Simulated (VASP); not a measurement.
Input of a VASP 6.6.1 run:

POSCAR

```
Zr2N
1.0
    5.4130027300      0.0000000000      0.0000000000
    0.0000000000      5.4130027300      0.0000000000
    0.0000000000      0.0000000000      3.3077891900
Zr N
4 2
Direct
    0.2961254600      0.2961254600      0.0000000000
    0.7038745400      0.7038745400      0.0000000000
    0.7961254600      0.2038745400      0.5000000000
    0.2038745400      0.7961254600      0.5000000000
    0.0000000000      0.0000000000      0.0000000000
    0.5000000000      0.5000000000      0.5000000000
```

File INCAR.step1:

```
SYSTEM = Zr2N
ALGO = Normal ; EDIFF = 1E-4
ENCUT = 520 ; GGA = PE
ISMEAR = 0 ; LASPH = .True.
LCHARG = .False. ; LREAL = .False.
LWAVE = .True. ; NBANDS = 38
NELM = 100 ; PREC = Accurate
SIGMA = 0.1
```

The input INCAR.step2:

```
SYSTEM = Zr2N
ALGO = Normal ; EDIFF = 1E-6
ENCUT = 520 ; ISIF = 2
ISMEAR = 0 ; ISTART = 1
LASPH = .True. ; LCHARG = .False.
LMIXTAU = .True. ; LREAL = .False.
LWAVE = .False. ; METAGGA = R2SCAN
NBANDS = 38 ; NELM = 100
PREC = Accurate ; SIGMA = 0.1
```

The input KPOINTS:

```
k-points
0
Gamma
  1 1 1
  0 0 0
```

Potentials or basis: VASP PAW PBE potentials, release 64 (Zr_sv, N).

The run is started by

```sh
$ cat potpaw_PBE.64/Zr_sv/POTCAR potpaw_PBE.64/N/POTCAR > POTCAR
$ cp INCAR.step1 INCAR
$ mpirun -np 1 vasp_gam > vasp.out
$ cp INCAR.step2 INCAR
$ mpirun -np 1 vasp_gam > vasp.out
```

Q: What does it give for the pressure?

A: 10.1 GPa.

Q: Estimate the largest force.

A: 0.003 eV/Å.

Forces on the atoms (eV/Å):
```
Zr  -0.002 -0.002  0.000
Zr   0.002  0.002  0.000
Zr  -0.002  0.002  0.000
Zr   0.002 -0.002  0.000
N    0.000  0.000  0.000
N    0.000  0.000  0.000
```

Caveat: the k points lie up to 1.90 Å⁻¹ apart; the PAW data sets were made with another functional, which shifts forces and pressure a little.
